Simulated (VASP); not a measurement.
**Ir: single point with revPBE**

The system is Ir.

```
Ir
1.0
    -1.51786    1.51786    1.51786
     1.51786   -1.51786    1.51786
     1.51786    1.51786   -1.51786
Ir
1
Direct
  0.00000 0.00000 0.00000
```

This cell differs from its parent crystal: volume scaled by 0.92.

| Quantity | Value |
| --- | --- |
| Program | VASP 6.6.1 |
| Task | single point |
| Functional | revPBE |
| Potentials or basis | VASP PAW PBE potentials, release 64 (Ir) |
| Cutoff | 520 eV |
| k mesh | 16 × 16 × 16 |
| Occupations | fermi-dirac, width 0.1 eV |
| Spin | no spin polarisation |

* Pressure: 31.2 GPa

Levels at points of the mesh, in eV from the Fermi level:
| k point | band 1 | band 2 | band 3 | band 4 | band 5 | band 6 | band 7 | band 8 |
| --- | --- | --- | --- | --- | --- | --- | --- | --- |
| (0.00, 0.00, 0.00) | -10.96 | -3.78 | -3.78 | -3.78 | -0.58 | -0.58 | 16.95 | 16.95 |
| (0.50, 0.00, 0.00) | -7.86 | -5.72 | -0.74 | -0.12 | -0.03 | 2.42 | 8.46 | 13.08 |
| (0.50, 0.50, 0.50) | -7.45 | -7.45 | 1.66 | 1.66 | 1.66 | 8.10 | 8.10 | 8.10 |

Wall time 9.5 s on 1 thread of Intel(R) Xeon(R) Platinum 8488C (Sapphire Rapids), with other jobs on the host, peak memory 0.14 GiB.

Caveat: the PAW data sets were made with another functional, which shifts forces and pressure a little; spin-orbit coupling is left out, which moves the levels of the heavy elements.
